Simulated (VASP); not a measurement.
Here is a VASP 6.6.1 calculation.

INCAR

```
  PREC = Accurate
  ENCUT = 600
  EDIFF = 1E-6
  ISMEAR = 0
  SIGMA = 0.05
  LREAL = F
  LASPH = T
  NELM = 100
  ALGO = Normal
  ISIF = 3
  LWAVE = F
  LCHARG = F
  GGA = PS
  IBRION = 2
  NSW = 50
  EDIFFG = -0.01
```

KPOINTS

```
regular mesh
0
Gamma
  6 6 8
```

The input POSCAR:

```
PbSe
1.0
    5.2456046864      0.0000000000      0.0000000000
    0.0000000000      5.2456046864      0.0000000000
    0.0000000000      0.0000000000      4.0000183395
Pb Se
2 2
Direct
    0.5000000000      0.0000000000      0.3458001588
    0.0000000000      0.5000000000      0.6541998412
    0.0000000000      0.0000000000      0.0000000000
    0.5000000000      0.5000000000      0.0000000000
```

Potentials or basis: VASP PAW PBE potentials, release 64 (Pb_d, Se).

The run is started by

```bash
$ cat potpaw_PBE.64/Pb_d/POTCAR potpaw_PBE.64/Se/POTCAR > POTCAR
$ mpirun -np 1 vasp_std > vasp.out
```

Task: Predict the relaxed volume.

Result: 27.53 Å³/atom.

Task: Estimate the band gap on the k mesh.

Result: 0.16 eV, indirect (least direct gap 0.60 eV).

Forces in eV/Å, atoms in the order of the input:
```
Pb   0.000  0.000  0.008
Pb   0.000  0.000 -0.008
Se   0.000  0.000  0.000
Se   0.000  0.000  0.000
```

Caveat: the PAW data sets were made with another functional, which shifts forces and pressure a little; spin-orbit coupling is left out, which moves the levels of the heavy elements. A k mesh can miss the band edges.
